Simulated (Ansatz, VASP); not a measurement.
**One calculation of Ni, two programs**

Contents of INCAR:

```
PREC = Accurate
ENCUT = 520
EDIFF = 1E-6
ISMEAR = 0
SIGMA = 0.15
LREAL = False
LASPH = True
NELM = 150
ALGO = Normal
ISIF = 2
LWAVE = False
LCHARG = False
ISPIN = 2
MAGMOM = 0.75
LORBIT = 11
LMAXMIX = 4
GGA = PE
NBANDS = 15
```

The input KPOINTS:

```
Automatic mesh
0
Gamma
  32 32 32
```

Contents of POSCAR:

```
Ni
1.0
   -0.7388431760      1.4776863520      1.4776863520
    1.4776863520     -0.7388431760      1.4776863520
    1.4776863520      1.4776863520     -0.7388431760
Ni
1
Direct
    0.0000000000      0.0000000000      0.0000000000
```

Input for Ansatz:

```yaml
crystal:
  lattice:
    - [-0.738843176, 1.477686352, 1.477686352]
    - [1.477686352, -0.738843176, 1.477686352]
    - [1.477686352, 1.477686352, -0.738843176]
  atoms:
    - { symbol: Ni, position: [0.0, 0.0, 0.0], spin: 0.75 }
basis:
  ecutwfc: 420
kpoints:
  mp_grid: { grid: [32, 32, 32] }
hamiltonian:
  xc: pbe
scf:
  occupations: { method: gaussian, width: 0.15 }
output:
  forces: true
  stress: true
  eigenvalues: true
  populations: true
magnetization:
  spin_polarized: true
```

Alike in both runs: task single point; functional PBE; k mesh 32 × 32 × 32; occupations gaussian, width 0.15 eV; collinear spin.

|  | VASP | Ansatz |
| --- | --- | --- |
| version | VASP 6.6.1 | Ansatz 0.2.0 |
| potentials or method | VASP PAW PBE potentials, release 64 (Ni), cutoff 520 eV | scalar-relativistic, plane waves, PAW |
| valence electrons in the cell | 10 | 18 |

|  | VASP | Ansatz | Ansatz less VASP |
| --- | --- | --- | --- |
| gap on the k mesh at the Fermi level (eV) | none | none | - |
| net moment per atom (μB) | 0.41 | 0.42 | +0.014 |
| size of the moment on the site where the two differ most (μB) | 0.41 | 0.43 | +0.022 |

Site moments also hang on the region over which each program counts them. A gap of «none» marks a metal or a gap that the smearing closes. VASP's potentials hold 10 valence electrons a cell and Ansatz's 18, so a difference there can come from the potentials and not from the codes.
